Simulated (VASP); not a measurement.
GaP (zincblende type): single point with PBE

The system is GaP (zincblende type).

```
Ga P
1.0
     0.00000    2.75300    2.75300
     2.75300    0.00000    2.75300
     2.75300    2.75300    0.00000
Ga P
1 1
Direct
  0.00000 0.00000 0.00000
  0.25000 0.25000 0.25000
```

```
Program                : VASP 6.6.1
Task                   : single point
Functional             : PBE
Potentials or basis    : VASP PAW PBE potentials, release 64 (Ga_d, P)
Cutoff                 : 520 eV
k mesh                 : 12 × 12 × 12
Occupations            : fermi-dirac, width 0.1 eV
Spin                   : no spin polarisation
Dipole correction      : no
Further INCAR settings : ALGO = Normal; EDIFF = 1e-06; NBANDS = 16
```

```
Pressure               : -0.1 GPa
Band gap on the k mesh : 1.58 eV, direct
```

Levels at points of the mesh, in eV from the valence-band top:
| k point | band 6 | band 7 | band 8 | band 9 | band 10 | band 11 | band 12 | band 13 |
| --- | --- | --- | --- | --- | --- | --- | --- | --- |
| (0.00, 0.00, 0.00) | -12.27 | 0.00 | 0.00 | 0.00 | 1.58 | 3.90 | 3.90 | 3.90 |
| (0.50, 0.00, 0.00) | -10.30 | -6.46 | -1.07 | -1.07 | 1.58 | 4.73 | 4.73 | 8.23 |
| (0.50, 0.50, 0.00) | -9.44 | -6.61 | -2.58 | -2.58 | 1.72 | 1.85 | 10.37 | 10.37 |

It took 50 s on 1 thread of Intel(R) Xeon(R) 6975P-C (Granite Rapids), with other jobs on the host, peak memory 0.19 GiB.

A k mesh can miss the band edges. As with any semilocal functional, this PBE gap is likely too small.
